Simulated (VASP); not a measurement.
# TaN in VASP: a series of runs

The runs below take TaN through single point, with PBEsol.

Program: VASP 6.6.1. These are calculated values, not measurements. Logs are shortened: lines on timing, memory, paths and dates and some standing lists are left out, and cuts for length are marked.

## Step 1: The cell of the first run

The cell holds a slab with vacuum, 12 atoms: a = 2.924 Å, b = 4.098 Å, c = 26.078 Å, α = 90.00°, β = 90.00°, γ = 110.90°.

## Step 2: Single point, PBEsol

The input, INCAR:

```
SYSTEM = TaN
PREC = Accurate
ENCUT = 520
EDIFF = 1E-7
ISMEAR = 0
SIGMA = 0.1
LREAL = .FALSE.
LASPH = .TRUE.
NELM = 100
ALGO = Normal
ISIF = 2
LWAVE = .FALSE.
LCHARG = .FALSE.
LDIPOL = .TRUE.
IDIPOL = 3
DIPOL = 0.5 0.5 0.500
GGA = PS
ISYM = 0
NBANDS = 60
```

The input, KPOINTS:

```
regular mesh
0
G
  13 9 1
  0 0 0
```

The input, POSCAR:

```
TaN
1.0
    2.9239890447      0.0000000000      0.0000000000
   -1.4619945224      3.8279708918      0.0000000000
    0.0000000000      0.0000000000     26.0776217344
N Ta
6 6
Direct
    0.6868547985      0.3734195170      0.2931843011
    0.4200713128      0.8397975578      0.3648245314
    0.1589787910      0.3181147104      0.4336767337
    0.8791078128      0.7583190999      0.5065432220
    0.5997213369      0.1995591004      0.5790116123
    0.3206206675      0.6413801044      0.6511996902
    0.1517031331      0.3031879112      0.3374878613
    0.8734115525      0.7466161004      0.4213468760
    0.5930407572      0.1862417828      0.4939338311
    0.3134731857      0.6270528254      0.5669213877
    0.0335676008      0.0672530831      0.6402142170
    0.7530059299      0.5061719642      0.7116557361
```

Potentials or basis: VASP PAW PBE potentials, release 64 (N, Ta_pv).

Command:

```sh
cat potpaw_PBE.64/N/POTCAR potpaw_PBE.64/Ta_pv/POTCAR > POTCAR
mpirun -np 1 vasp_std > vasp.out
```

OUTCAR:

```text
SYSTEM = TaN
   PREC = Accurate
   ENCUT = 520
   EDIFF = 1E-7
   ISMEAR = 0
   LREAL = .FALSE.
   LASPH = .TRUE.
   NELM = 100
   ISIF = 2
   GGA = PS
   ISYM = 0

 ion  position               nearest neighbor table
   1  0.687  0.373  0.293-   7 1.88   7 1.88
   2  0.420  0.840  0.365-   8 2.11   8 2.11   7 2.17   7 2.41   7 2.41
   3  0.159  0.318  0.434-   9 2.20   9 2.20   8 2.21   8 2.22   8 2.22   7 2.51
   4  0.879  0.758  0.507-  10 2.21  10 2.21   9 2.21   9 2.22   9 2.22   8 2.22
   5  0.600  0.200  0.579-  10 2.21  10 2.22  10 2.22   9 2.22  11 2.22  11 2.22
   6  0.321  0.641  0.651-  10 2.20  11 2.21  11 2.21  12 2.21  12 2.21  11 2.22
   7  0.152  0.303  0.337-   1 1.88   1 1.88   2 2.17   2 2.41   2 2.41   3 2.51   8 3.05   8 3.13
                             8 3.13
   8  0.873  0.747  0.421-   2 2.11   2 2.11   3 2.21   3 2.22   3 2.22   4 2.22   9 2.86   9 2.92
                             9 2.92   7 3.05   7 3.13   7 3.13
   9  0.593  0.186  0.494-   3 2.20   3 2.20   4 2.21   5 2.22   4 2.22   4 2.22   8 2.86  10 2.86
                             8 2.92   8 2.92  10 2.93  10 2.93
  10  0.313  0.627  0.567-   6 2.20   4 2.21   4 2.21   5 2.21   5 2.22   5 2.22   9 2.86  11 2.87
                             9 2.93   9 2.93  11 2.94  11 2.94
  11  0.034  0.067  0.640-   6 2.21   6 2.21   6 2.22   5 2.22   5 2.22  12 2.84  10 2.87  12 2.90
                            12 2.90  10 2.94  10 2.94
  12  0.753  0.506  0.712-   6 2.21   6 2.21  11 2.84  11 2.90  11 2.90

IMPORTANT INFORMATION: All symmetrisations will be switched off!
NOSYMM: (Re-)initialisation of all symmetry stuff for point group C_1.

----------------------------------------------------------------------------------------

                                     Primitive cell

  volume of cell :     291.8854

  direct lattice vectors                    reciprocal lattice vectors
     2.923989045  0.000000000  0.000000000     0.341998545  0.130617503  0.000000000
    -1.461994522  3.827970892  0.000000000     0.000000000  0.261235006  0.000000000
     0.000000000  0.000000000 26.077621734     0.000000000  0.000000000  0.038347055

  length of vectors
     2.923989045  4.097656541 26.077621734     0.366092799  0.261235006  0.038347055

  position of ions in fractional coordinates (direct lattice)
     0.686854799  0.373419517  0.293184301
     0.420071313  0.839797558  0.364824531
     0.158978791  0.318114710  0.433676734
     0.879107813  0.758319100  0.506543222
     0.599721337  0.199559100  0.579011612
     0.320620668  0.641380104  0.651199690
     0.151703133  0.303187911  0.337487861
     0.873411553  0.746616100  0.421346876
     0.593040757  0.186241783  0.493933831
     0.313473186  0.627052825  0.566921388
     0.033567601  0.067253083  0.640214217
     0.753005930  0.506171964  0.711655736

  ion indices of the primitive-cell ions
   primitive index   ion index
                 1           1
                 2           2
                 3           3
                 4           4
                 5           5
                 6           6
                 7           7
                 8           8
                 9           9
                10          10
                11          11
                12          12

----------------------------------------------------------------------------------------

 KPOINTS: regular mesh

Automatic generation of k-mesh.
 Grid dimensions read from file:
 generate k-points for:   13    9    1

 Generating k-lattice:

  Cartesian coordinates                     Fractional coordinates (reciprocal lattice)
     0.026307580  0.010047500  0.000000000     0.076923077 -0.000000000  0.000000000
     0.000000000  0.029026112  0.000000000     0.000000000  0.111111111  0.000000000
     0.000000000  0.000000000  0.038347055     0.000000000  0.000000000  1.000000000

  Length of vectors
     0.028160985  0.029026112  0.038347055

  Shift w.r.t. Gamma in fractional coordinates (k-lattice)
     0.000000000  0.000000000  0.000000000

 -----------------------------------------------------------------------------
[... 16 lines left out ...]
 -----------------------------------------------------------------------------

 WARNING: IBZKPT: internal override: KBLOWUP is changed to .FALSE.
      ... skipping the blow-up phase ...

 Subroutine IBZKPT returns following result:
 ===========================================

 Found     59 irreducible k-points:

 Following reciprocal coordinates:
            Coordinates               Weight
  0.000000  0.000000  0.000000      1.000000
  0.076923  0.000000  0.000000      2.000000
  0.153846  0.000000  0.000000      2.000000
  0.230769  0.000000  0.000000      2.000000
  0.307692  0.000000  0.000000      2.000000
  0.384615 -0.000000  0.000000      2.000000
[... 16 lines left out ...]
  0.153846  0.222222  0.000000      2.000000
  0.230769  0.222222  0.000000      2.000000
 [... further k-points ...]
   k-points           NKPTS =     59   k-points in BZ     NKDIM =     59   number of bands    NBANDS=     60
   number of dos      NEDOS =    301   number of ions     NIONS =     12
   total plane-waves  NPLWV = 141120
   dimension x,y,z NGX =    24 NGY =   30 NGZ =  196
   dimension x,y,z NGXF=    48 NGYF=   60 NGZF=  392
   ions per type =               6   6
   NGX,Y,Z   is equivalent  to a cutoff of  13.65, 12.17, 12.50 a.u.
   NGXF,Y,Z  is equivalent  to a cutoff of  27.29, 24.34, 24.99 a.u.
 SYSTEM =  TaN
   PREC   = accura    normal or accurate (medium, high low for compatibility)
   ISTART =      0    job   : 0-new  1-cont  2-samecut
   ICHARG =      2    charge: 1-file 2-atom 10-const
   ISPIN  =      1    spin polarized calculation?
   LNONCOLLINEAR =      F non collinear calculations
   LSORBIT =      F    spin-orbit coupling
   LASPH  =      T    aspherical Exc in radial PAW
   ENCUT  =  520.0 eV  38.22 Ry    6.18 a.u.   5.44  7.62 48.49*2*pi/ulx,y,z
   NELM   =    100;   NELMIN=  2; NELMDL= -5     # of ELM steps
   EDIFF  = 0.1E-06   stopping-criterion for ELM
   LREAL  =      F    real-space projection
   EDIFFG = 0.1E-05   stopping-criterion for IOM
   NSW    =      0    number of steps for IOM
   IBRION =     -1    ionic relax: 0-MD 1-quasi-New 2-CG
   NFREE  =      0    steps in history (QN), initial steepest desc. (CG)
   ISIF   =      2    stress and relaxation
   ISYM   =      0    0-nonsym 1-usesym 2-fastsym
   POTIM  = 0.5000    time-step for ionic-motion
   TEBEG  =    0.0;   TEEND  =   0.0 temperature during run
   PSTRESS=    0.0 pullay stress
   NELECT =      96.0000    total number of electrons
   NUPDOWN=      -1.0000    fix difference up-down
   EMIN   =  10.00;   EMAX   =-10.00  energy-range for DOS
   EFERMI =   0.00;   METHOD = LEGACY
   ISMEAR =     0;   SIGMA  =   0.10  broadening in eV -4-tet -1-fermi 0-gaus
   EFERMI_NEDOS =   21; number of points for ismear=-14 and -15
   IALGO  =     38    algorithm
   IMIX   =      4    mixing-type and parameters
     AMIX     =   0.40;   BMIX     =  1.00
     AMIX_MAG =   1.60;   BMIX_MAG =  1.00
  volume/ion in A,a.u.               =      24.32       164.14
  Fermi-wavevector in a.u.,A,eV,Ry     =   1.130042  2.135469 17.374561  1.276994
  Thomas-Fermi vector in A             =   2.266737
   LORBIT       =      0    0 simple, 1 ext, 2 COOP (PROOUT), +10 PAW based schemes
   GGA     = PS    functional components
   LHFCALC =     F    Hartree Fock is set to
   AEXX    =    0.0000 exact exchange contribution
   IVDW    =     0    specifies the selected vdW correction
   LEPSILON=     F    determine dielectric tensor
   LRPA    =     F    only Hartree local field effects (RPA)
 non-spin polarized calculation
 Gauss-broadening in eV      SIGMA  =   0.10
  energy-cutoff  :      520.00
  volume of cell :      291.89
 maximum number of plane-waves:      7931
 NGX is ok and might be reduce to    24
   NGX = 11   NGY = 15   NGZ = 97

 dipolmoment           0.000000      0.000000      0.040591 electrons x Angstroem

 number of electron      95.9999996 magnetization

 dipolmoment           0.000000      0.000000     -0.160426 electrons x Angstroem

 Free energy of the ion-electron system (eV)
  ---------------------------------------------------
  ext. energy  EPLUGINS =         0.00000000
  ---------------------------------------------------
  free energy    TOTEN  =      -135.99460954 eV

  energy without entropy =     -135.97585299  energy(sigma->0) =     -135.98523126

 E-fermi :   0.4696     XC(G=0):  -6.8948

 val. band max:        0.4651222220   @ k =  -0.4615   0.2222   0.0000
 cond. band min:       0.4793307000   @ k =   0.3846   0.2222   0.0000
 fundamental gap:      0.0142084780
 Fermi energy:         0.4695666830

 k-point     1 :       0.0000    0.0000    0.0000
  band No.  band energies     occupation
      1     -34.8804      2.00000
      2     -34.8298      2.00000
      3     -34.8029      2.00000
      4     -34.7052      2.00000
      5     -34.6570      2.00000
      6     -34.5258      2.00000
[... 1501 lines left out ...]
     59       3.6969      0.00000
     60       3.7704      0.00000

 [... further k-points ...]

------------------------ aborting loop because EDIFF is reached ----------------------------------------

 vacuum level on the upper side and lower side of the slab       (xc-potential included)        -1.422         1.123

  FORCE on cell =-STRESS in cart. coord.  units (eV):
  Direction    XX          YY          ZZ          XY          YZ          ZX
  --------------------------------------------------------------------------------------
  -------------------------------------------------------------------------------------
  Total       -3.2424115     -8.1895165      0.7071512     -0.0121841     -0.1335884      0.0012257
  in kB      -17.7978019    -44.9527738      3.8815977     -0.0668793     -0.7332750      0.0067282
  external PRESSURE =     -19.6229927 kB  Pullay stress =       0.0000000 kB

 VOLUME and BASIS-vectors are now :
 -----------------------------------------------------------------------------
  energy-cutoff  :      520.00
  volume of cell :      291.89
      direct lattice vectors                 reciprocal lattice vectors
     2.923989045  0.000000000  0.000000000     0.341998545  0.130617503  0.000000000
    -1.461994522  3.827970892  0.000000000     0.000000000  0.261235006  0.000000000
     0.000000000  0.000000000 26.077621734     0.000000000  0.000000000  0.038347055

 POSITION                                       TOTAL-FORCE (eV/Angst)
 -----------------------------------------------------------------------------------
      1.46242      1.42944      7.64555        -0.000201      0.048909     -0.192236
      0.00050      3.21472      9.51376        -0.000137      0.004771     -0.046712
     -0.00023      1.21773     11.30926         0.000270     -0.001274     -0.014158
      1.46184      2.90282     13.20944         0.000085     -0.000417     -0.000099
      1.46182      0.76391     15.09925         0.000135      0.001024      0.000948
     -0.00020      2.45518     16.98174        -0.000078     -0.005746      0.013582
      0.00032      1.16059      8.80088        -0.000115     -0.040887      0.165422
      1.46230      2.85802     10.98772         0.000023     -0.002819      0.013646
      1.46176      0.71293     12.88062        -0.000037     -0.002235      0.001721
     -0.00016      2.40034     14.78396         0.000076      0.000717     -0.000710
     -0.00017      0.25744     16.69526        -0.000091      0.003309      0.029046
      1.46176      1.93761     18.55829         0.000070     -0.005352      0.029551
 -----------------------------------------------------------------------------------
    total drift:                                0.000493      0.000638      0.000682

  FREE ENERGIE OF THE ION-ELECTRON SYSTEM (eV)
  ---------------------------------------------------
  free  energy   TOTEN  =      -135.9946095383 eV

  energy  without entropy=     -135.9758529852  energy(sigma->0) =     -135.98523126

 vacuum level on the upper side and lower side of the slab         4.575         7.183
```

It took 29 min on 1 thread of Intel Xeon 6975P-C (Granite Rapids), shared host; peak memory 0.84 GiB.

Results:

| Item | Value |
| --- | --- |
| Free energy | -135.9946 eV |
| Largest force | 0.198 eV/Å |
| Band gap on the k mesh | zero (bands 48 and 49 overlap by 0.38 eV) |

Forces in eV/Å, atoms in the order of the input:
```
N    0.000  0.049 -0.192
N    0.000  0.005 -0.047
N    0.000 -0.001 -0.014
N    0.000  0.000  0.000
N    0.000  0.001  0.001
N    0.000 -0.006  0.014
Ta   0.000 -0.041  0.165
Ta   0.000 -0.003  0.014
Ta   0.000 -0.002  0.002
Ta   0.000  0.001 -0.001
Ta   0.000  0.003  0.029
Ta   0.000 -0.005  0.030
```

Caveat: the PAW data sets were made with another functional, which shifts forces and pressure a little; spin-orbit coupling is left out, which moves the levels of the heavy elements.

[end of part 1 of 2]
